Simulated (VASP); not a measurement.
Wanted: the native input for a VASP 6.6.1 run.

```
Task                   : electric field gradients
Functional             : LDA
Potentials or basis    : VASP PAW LDA potentials, release 64 (Fe)
Cutoff                 : 520 eV
k mesh                 : 22 × 22 × 12
Occupations            : gaussian, width 0.05 eV
Spin                   : no spin polarisation
Dipole correction      : no
Further INCAR settings : ALGO = Normal; EDIFF = 1e-08; NBANDS = 15
```

The structure of Fe lies in POSCAR:

```
Fe
1.0
    2.4064184730      0.0000000000      0.0000000000
   -1.2032092365      2.0840195297      0.0000000000
    0.0000000000      0.0000000000      3.8054675020
Fe
2
Direct
    0.3333333333      0.6666666667      0.2500000000
    0.6666666667      0.3333333333      0.7500000000
```

This isn't the form of Fe at room conditions, which is bcc.

One way to write it, as run:

INCAR

```
SYSTEM = Fe
  PREC = Accurate
  ENCUT = 520
  EDIFF = 1E-8
  ISMEAR = 0
  SIGMA = 0.05
  LREAL = .FALSE.
  LASPH = .TRUE.
  NELM = 100
  ALGO = Normal
  ISIF = 2
  LWAVE = .FALSE.
  LCHARG = .FALSE.
  LEFG = .TRUE.
  NBANDS = 15
```

KPOINTS

```
regular mesh
0
G
  22 22 12
  0 0 0
```

Potentials or basis: VASP PAW LDA potentials, release 64 (Fe).

Run with:

```bash
$ cat potpaw_LDA.64/Fe/POTCAR > POTCAR
$ mpirun -np 1 vasp_std > vasp.out
```

It gave:

```
Pressure                                : -0.3 GPa
Band gap on the k mesh                  : zero (bands 8 and 9 overlap by 2.09 eV)
Largest electric field gradient by atom : Fe -8.0 V/Å²
```

Caveat: without QUAD_EFG the Cq values of the log hold for a quadrupole moment of 1 mb, not for the nuclei; the run has no spin polarisation, though such a crystal can be magnetic.

It took 110 s on 1 thread of Intel Xeon 8259CL (shared host), peak memory 0.2 GiB.
